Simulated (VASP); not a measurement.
## ZrB2: single point with LDA

Crystal: ZrB2.

```
Zr B
1.0
     2.82514    0.00000    0.00000
    -1.41257    2.44665    0.00000
     0.00000    0.00000    3.77467
Zr B
1 2
Direct
  0.00000 0.00000 0.00000
  0.33333 0.66667 0.50000
  0.66667 0.33333 0.50000
```

This cell differs from its parent crystal: volume 8.697 Å^3 an atom, c/a of the conventional cell 1.3361.

* Program: VASP 6.6.1
* Task: single point
* Functional: LDA
* Potentials or basis: VASP PAW LDA potentials, release 64 (Zr_sv, B)
* Cutoff: 520 eV
* k mesh: 18 × 18 × 12
* Occupations: gaussian, width 0.15 eV
* Spin: no spin polarisation

```
Pressure               : 47.6 GPa
Band gap on the k mesh : zero (band 9 reaches 12.44 eV, above the bottom of band 10 at 11.35 eV)
```

Stress tensor (GPa, compression positive):
```
74.23  0.00  0.00
 0.00 74.23  0.00
 0.00  0.00 -5.53
```

Levels at points of the mesh, in eV from the Fermi level:
| k point | band 7 | band 8 | band 9 | band 10 | band 11 | band 12 |
| --- | --- | --- | --- | --- | --- | --- |
| (0.00, 0.00, 0.00) | -2.98 | -1.05 | -1.05 | 3.95 | 3.95 | 5.01 |
| (0.50, 0.00, 0.00) | -4.98 | -2.97 | -2.30 | 2.70 | 3.23 | 6.65 |
| (0.00, 0.00, 0.50) | -0.49 | 0.51 | 0.51 | 1.32 | 1.32 | 2.89 |
| (0.50, 0.00, 0.50) | -4.21 | -3.61 | -0.88 | 2.71 | 5.05 | 6.52 |

Run time: 93 s on 1 thread of Intel(R) Xeon(R) Platinum 8259CL CPU @ 2.50GHz (Skylake/Cascade Lake) (shared host), peak memory 0.21 GiB.
